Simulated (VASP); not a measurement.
# N in VASP: notebook, part 2 of 3

VASP 6.6.1. Earlier steps stand in the parts before.

**3. Single point, PBE+D3(BJ)**

The input, INCAR:

```
SYSTEM = N
  PREC = Accurate
  ENCUT = 520
  EDIFF = 1E-7
  ISMEAR = -1
  SIGMA = 0.05
  LREAL = .FALSE.
  LASPH = .TRUE.
  NELM = 100
  ALGO = Normal
  ISIF = 2
  LWAVE = .FALSE.
  LCHARG = .TRUE.
  GGA = PE
  IVDW = 12
  LELF = .TRUE.
  LVHAR = .TRUE.
  NBANDS = 42
```

The input, KPOINTS:

```
regular mesh
0
G
  1 1 1
  0 0 0
```

The input, POSCAR:

```
N
1.0
    7.2609030000      0.0000000000      0.0000000000
    0.0000000000      7.2609030000      0.0000000000
    0.0000000000      0.0000000000      7.2609030000
N
12
Direct
    0.3243535962      0.7364373274      0.2304396574
    0.4681786825      0.6925998047      0.2229061592
    0.9388088506      0.4815516748      0.3318182325
    1.0134965307      0.3978706230      0.4359099688
    0.8532409812      0.1633405652      0.9798643502
    0.9861858780      0.1907200799      0.9159053633
    0.4109406227      0.3453151764      0.4836313059
    0.4590200420      0.3195057144      0.6300869189
    0.2374222600      0.6757286249      0.8120202129
    0.1967523874      0.7175002889      0.6699717652
    0.6577969710      0.8895587780      0.7057111216
    0.7328289608      0.7774790546      0.7670120369
```

Potentials or basis: VASP PAW PBE potentials, release 64 (N).

Command:

```
$ cat potpaw_PBE.64/N/POTCAR > POTCAR
$ mpirun -np 1 vasp_gam > vasp.out
```

OUTCAR:

```text
SYSTEM = N
   PREC = Accurate
   ENCUT = 520
   EDIFF = 1E-7
   ISMEAR = -1
   LREAL = .FALSE.
   LASPH = .TRUE.
   NELM = 100
   ISIF = 2
   GGA = PE
   IVDW = 12
 IVDW          = 12

 ion  position               nearest neighbor table
   1  0.324  0.736  0.230-   2 1.09
   2  0.468  0.693  0.223-   1 1.09
   3  0.939  0.482  0.332-   4 1.11
   4  0.013  0.398  0.436-   3 1.11
   5  0.853  0.163  0.980-   6 1.09
   6  0.986  0.191  0.916-   5 1.09
   7  0.411  0.345  0.484-   8 1.13
   8  0.459  0.320  0.630-   7 1.13
   9  0.237  0.676  0.812-  10 1.11
  10  0.197  0.718  0.670-   9 1.11
  11  0.658  0.890  0.706-  12 1.08
  12  0.733  0.777  0.767-  11 1.08

  LATTYP: Found a simple cubic cell.
 ALAT       =     7.2609030000

  Lattice vectors:

 A1 = (   7.2609030000,   0.0000000000,   0.0000000000)
 A2 = (   0.0000000000,   7.2609030000,   0.0000000000)
 A3 = (   0.0000000000,   0.0000000000,   7.2609030000)

Analysis of symmetry for initial positions (statically):
=====================================================================
 Subroutine PRICEL returns:
 Original cell was already a primitive cell.

 Routine SETGRP: Setting up the symmetry group for a
 simple cubic supercell.

 Subroutine GETGRP returns: Found  1 space group operations
 (whereof  1 operations were pure point group operations)
 out of a pool of 48 trial point group operations.

The static configuration has the point symmetry C_1 .

Analysis of symmetry for dynamics (positions and initial velocities):
=====================================================================
 Subroutine PRICEL returns:
 Original cell was already a primitive cell.

 Routine SETGRP: Setting up the symmetry group for a
 simple cubic supercell.

 Subroutine GETGRP returns: Found  1 space group operations
 (whereof  1 operations were pure point group operations)
 out of a pool of 48 trial point group operations.

The dynamic configuration has the point symmetry C_1 .

 Subroutine INISYM returns: Found  1 space group operations
 (whereof  1 operations are pure point group operations),
 and found     1 'primitive' translations

----------------------------------------------------------------------------------------

                                     Primitive cell

  volume of cell :     382.8000

  direct lattice vectors                    reciprocal lattice vectors
     7.260903000  0.000000000  0.000000000     0.137723917  0.000000000  0.000000000
     0.000000000  7.260903000  0.000000000     0.000000000  0.137723917  0.000000000
     0.000000000  0.000000000  7.260903000     0.000000000  0.000000000  0.137723917

  length of vectors
     7.260903000  7.260903000  7.260903000     0.137723917  0.137723917  0.137723917

  position of ions in fractional coordinates (direct lattice)
     0.324353596  0.736437327  0.230439657
     0.468178683  0.692599805  0.222906159
     0.938808851  0.481551675  0.331818232
     0.013496531  0.397870623  0.435909969
     0.853240981  0.163340565  0.979864350
     0.986185878  0.190720080  0.915905363
     0.410940623  0.345315176  0.483631306
     0.459020042  0.319505714  0.630086919
     0.237422260  0.675728625  0.812020213
     0.196752387  0.717500289  0.669971765
     0.657796971  0.889558778  0.705711122
     0.732828961  0.777479055  0.767012037

  ion indices of the primitive-cell ions
   primitive index   ion index
                 1           1
                 2           2
                 3           3
                 4           4
                 5           5
                 6           6
                 7           7
                 8           8
                 9           9
                10          10
                11          11
                12          12

----------------------------------------------------------------------------------------

 KPOINTS: regular mesh

Automatic generation of k-mesh.
 Grid dimensions read from file:
 generate k-points for:    1    1    1

 Generating k-lattice:

  Cartesian coordinates                     Fractional coordinates (reciprocal lattice)
     0.137723917  0.000000000  0.000000000     1.000000000  0.000000000  0.000000000
     0.000000000  0.137723917  0.000000000     0.000000000  1.000000000  0.000000000
     0.000000000  0.000000000  0.137723917     0.000000000  0.000000000  1.000000000

  Length of vectors
     0.137723917  0.137723917  0.137723917

  Shift w.r.t. Gamma in fractional coordinates (k-lattice)
     0.000000000  0.000000000  0.000000000

 Subroutine IBZKPT returns following result:
 ===========================================

 Found      1 irreducible k-points:

 Following reciprocal coordinates:
            Coordinates               Weight
  0.000000  0.000000  0.000000      1.000000
   k-points           NKPTS =      1   k-points in BZ     NKDIM =      1   number of bands    NBANDS=     42
   number of dos      NEDOS =    301   number of ions     NIONS =     12
   total plane-waves  NPLWV = 157464
   dimension x,y,z NGX =    54 NGY =   54 NGZ =   54
   dimension x,y,z NGXF=   108 NGYF=  108 NGZF=  108
   ions per type =              12
   NGX,Y,Z   is equivalent  to a cutoff of  12.36, 12.36, 12.36 a.u.
   NGXF,Y,Z  is equivalent  to a cutoff of  24.73, 24.73, 24.73 a.u.
 SYSTEM =  N
   PREC   = accura    normal or accurate (medium, high low for compatibility)
   ISTART =      0    job   : 0-new  1-cont  2-samecut
   ICHARG =      2    charge: 1-file 2-atom 10-const
   ISPIN  =      1    spin polarized calculation?
   LNONCOLLINEAR =      F non collinear calculations
   LSORBIT =      F    spin-orbit coupling
   LASPH  =      T    aspherical Exc in radial PAW
   ENCUT  =  520.0 eV  38.22 Ry    6.18 a.u.  13.50 13.50 13.50*2*pi/ulx,y,z
   NELM   =    100;   NELMIN=  2; NELMDL= -5     # of ELM steps
   EDIFF  = 0.1E-06   stopping-criterion for ELM
   LREAL  =      F    real-space projection
   EDIFFG = 0.1E-05   stopping-criterion for IOM
   NSW    =      0    number of steps for IOM
   IBRION =     -1    ionic relax: 0-MD 1-quasi-New 2-CG
   NFREE  =      0    steps in history (QN), initial steepest desc. (CG)
   ISIF   =      2    stress and relaxation
   ISYM   =      2    0-nonsym 1-usesym 2-fastsym
   POTIM  = 0.5000    time-step for ionic-motion
   TEBEG  =    0.0;   TEEND  =   0.0 temperature during run
   PSTRESS=    0.0 pullay stress
   NELECT =      60.0000    total number of electrons
   NUPDOWN=      -1.0000    fix difference up-down
   EMIN   =  10.00;   EMAX   =-10.00  energy-range for DOS
   EFERMI =   0.00;   METHOD = LEGACY
   ISMEAR =    -1;   SIGMA  =   0.05  broadening in eV -4-tet -1-fermi 0-gaus
   EFERMI_NEDOS =   21; number of points for ismear=-14 and -15
   IALGO  =     38    algorithm
   IMIX   =      4    mixing-type and parameters
     AMIX     =   0.40;   BMIX     =  1.00
     AMIX_MAG =   1.60;   BMIX_MAG =  1.00
  volume/ion in A,a.u.               =      31.90       215.27
  Fermi-wavevector in a.u.,A,eV,Ry     =   0.882676  1.668016 10.600527  0.779117
  Thomas-Fermi vector in A             =   2.003339
   LORBIT       =      0    0 simple, 1 ext, 2 COOP (PROOUT), +10 PAW based schemes
   GGA     = PE    functional components
   LHFCALC =     F    Hartree Fock is set to
   AEXX    =    0.0000 exact exchange contribution
   IVDW    =    12    specifies the selected vdW correction
   LEPSILON=     F    determine dielectric tensor
   LRPA    =     F    only Hartree local field effects (RPA)
 non-spin polarized calculation
  energy-cutoff  :      520.00
  volume of cell :      382.80
 maximum number of plane-waves:      5198
 NGX is ok and might be reduce to    54
   NGX = 27   NGY = 27   NGZ = 27

 number of electron      59.9999999 magnetization

 Free energy of the ion-electron system (eV)
  ---------------------------------------------------
  ext. energy  EPLUGINS =         0.00000000
  ---------------------------------------------------
  free energy    TOTEN  =       -99.64320556 eV

  energy without entropy =      -99.64320556  energy(sigma->0) =      -99.64320556

 E-fermi :  -6.1887     XC(G=0):  -5.2027

 val. band max:       -7.4953796836   @ k =   0.0000   0.0000   0.0000
 cond. band min:      -0.2041425422   @ k =   0.0000   0.0000   0.0000
 fundamental gap:      7.2912371413
 Fermi energy:        -6.1887364898

 k-point     1 :       0.0000    0.0000    0.0000
  band No.  band energies     occupation
      1     -26.4458      2.00000
      2     -26.1381      2.00000
      3     -25.9527      2.00000
      4     -25.8052      2.00000
      5     -25.7562      2.00000
      6     -25.3882      2.00000
[... 34 lines left out ...]
     41       0.7479      0.00000
     42       0.8548      0.00000

------------------------ aborting loop because EDIFF is reached ----------------------------------------

 Edisp (eV)   -0.44916

 E8    (eV) :    -0.1066

  FORCE on cell =-STRESS in cart. coord.  units (eV):
  Direction    XX          YY          ZZ          XY          YZ          ZX
  --------------------------------------------------------------------------------------
  -------------------------------------------------------------------------------------
  Total       7.95321     4.19746    -1.36003    -2.83418    -1.76985    -1.09640
  in kB      33.28749    17.56810    -5.69229   -11.86223    -7.40756    -4.58887
  external pressure =       15.05 kB  Pullay stress =        0.00 kB

 VOLUME and BASIS-vectors are now :
 -----------------------------------------------------------------------------
  energy-cutoff  :      520.00
  volume of cell :      382.80
      direct lattice vectors                 reciprocal lattice vectors
     7.260903000  0.000000000  0.000000000     0.137723917  0.000000000  0.000000000
     0.000000000  7.260903000  0.000000000     0.000000000  0.137723917  0.000000000
     0.000000000  0.000000000  7.260903000     0.000000000  0.000000000  0.137723917

 POSITION                                       TOTAL-FORCE (eV/Angst)
 -----------------------------------------------------------------------------------
      2.35510      5.34720      1.67320        -3.094662      0.991912      0.177695
      3.39940      5.02890      1.61850         3.132252     -0.914392     -0.161389
      6.81660      3.49650      2.40930        -0.166612      0.169327     -0.233994
      0.09800      2.88890      3.16510         0.007999     -0.189526      0.205200
      6.19530      1.18600      7.11470        -3.444840     -0.670241      1.703965
      7.16060      1.38480      6.65030         3.488050      0.734420     -1.676063
      2.98380      2.50730      3.51160         1.049760     -0.591656      2.841504
      3.33290      2.31990      4.57500        -0.893590      0.478070     -2.817483
      1.72390      4.90640      5.89600        -0.109551      0.079902     -0.312142
      1.42860      5.20970      4.86460         0.056048     -0.018252      0.332388
      4.77620      6.45900      5.12410        -3.314103      4.876034     -2.728651
      5.32100      5.64520      5.56920         3.289249     -4.945597      2.668968
 -----------------------------------------------------------------------------------
    total drift:                               -0.001582      0.000003      0.000099

  FREE ENERGIE OF THE ION-ELECTRON SYSTEM (eV)
  ---------------------------------------------------
  free  energy   TOTEN  =      -100.0923633773 eV

  energy  without entropy=     -100.0923633773  energy(sigma->0) =     -100.09236338
```

It took 33 s on 1 thread of Intel Xeon Platinum 8488C (Sapphire Rapids), shared host; peak memory 0.35 GiB.

What came out:

| Quantity | Value |
| --- | --- |
| Free energy | -100.0924 eV |
| Pressure | 1.5 GPa |
| Largest force | 6.512 eV/Å |
| Dispersion energy per atom | -0.037 eV |

Forces on the atoms (eV/Å):
```
N   -3.095  0.992  0.178
N    3.132 -0.914 -0.161
N   -0.167  0.169 -0.234
N    0.008 -0.190  0.205
N   -3.445 -0.670  1.704
N    3.488  0.734 -1.676
N    1.050 -0.592  2.842
N   -0.894  0.478 -2.817
N   -0.110  0.080 -0.312
N    0.056 -0.018  0.332
N   -3.314  4.876 -2.729
N    3.289 -4.946  2.669
```

Stress tensor (GPa, compression positive):
```
 3.33 -1.19 -0.46
-1.19  1.76 -0.74
-0.46 -0.74 -0.57
```

Caveat: the k points lie up to 0.87 Å⁻¹ apart, too coarse for converged energies, forces and pressures; the standard files for N, O and F lose accuracy on very short bonds.

**4. Single point, PBE+D3(BJ)**

The input, INCAR:

```
PREC = Accurate
ENCUT = 520
EDIFF = 1E-7
ISMEAR = -1
SIGMA = 0.05
LREAL = F
LASPH = T
NELM = 100
ALGO = Normal
ISIF = 2
LWAVE = F
LCHARG = F
GGA = PE
IVDW = 12
NBANDS = 42
```

The input, KPOINTS:

```
regular mesh
0
Gamma
  1 1 1
```

The input, POSCAR:

```
N
1.0
    7.2609030000      0.0000000000      0.0000000000
    0.0000000000      7.2609030000      0.0000000000
    0.0000000000      0.0000000000      7.2609030000
N
12
Direct
    0.5292454671      0.8059052710      0.1728435155
    0.4657822863      0.6691454217      0.2007050638
    0.9754020953      0.5267388918      0.3558648284
    0.9619740134      0.3913011922      0.4280597055
    0.7485845769      0.1227533270      0.9749476064
    0.8924922974      0.1029348553      1.0226689435
    0.5221389130      0.2790975172      0.4669804844
    0.5616105876      0.3907365241      0.5625195654
    0.1197096284      0.7484606254      0.8206692749
    0.1578591533      0.7820514886      0.6811687196
    0.5571483327      0.8749049533      0.6247570034
    0.6987973810      0.8929605588      0.5739231057
```

Command:

```
$ cat potpaw_PBE.64/N/POTCAR > POTCAR
$ mpirun -np 1 vasp_gam > vasp.out
```

Run time: 29 s. Hardware: 1 thread of Intel Xeon Platinum 8488C (Sapphire Rapids), shared host; peak memory 0.34 GiB.

It converged, with:

```
Free energy                : -100.1849 eV
Pressure                   : 1.3 GPa
Largest force              : 6.096 eV/Å
Dispersion energy per atom : -0.038 eV
```

Forces on the atoms (eV/Å):
```
N   -0.061 -0.085 -0.024
N   -0.009  0.027 -0.046
N   -0.069 -0.716  0.336
N    0.160  0.724 -0.396
N   -0.396  0.121 -0.156
N    0.432 -0.038  0.156
N   -0.388 -0.885 -0.805
N    0.258  0.929  0.826
N   -1.561 -1.382  5.729
N    1.481  1.359 -5.709
N   -1.693 -0.249  0.709
N    1.845  0.194 -0.620
```

Stress tensor (GPa, compression positive):
```
 1.19  0.39 -0.76
 0.39  0.13 -0.21
-0.76 -0.21  2.57
```

Levels at points of the mesh, in eV from the Fermi level:
```csv
k point,band 28,band 29,band 30,band 31,band 32,band 33
"(0.00, 0.00, 0.00)",-1.54,-1.42,-1.29,6.17,6.24,6.25
```

Caveat: the k points lie up to 0.87 Å⁻¹ apart, too coarse for converged energies, forces and pressures; the standard files for N, O and F lose accuracy on very short bonds; the atoms stand as in a frame of molecular dynamics.

(Continued in part 3 of 3.)
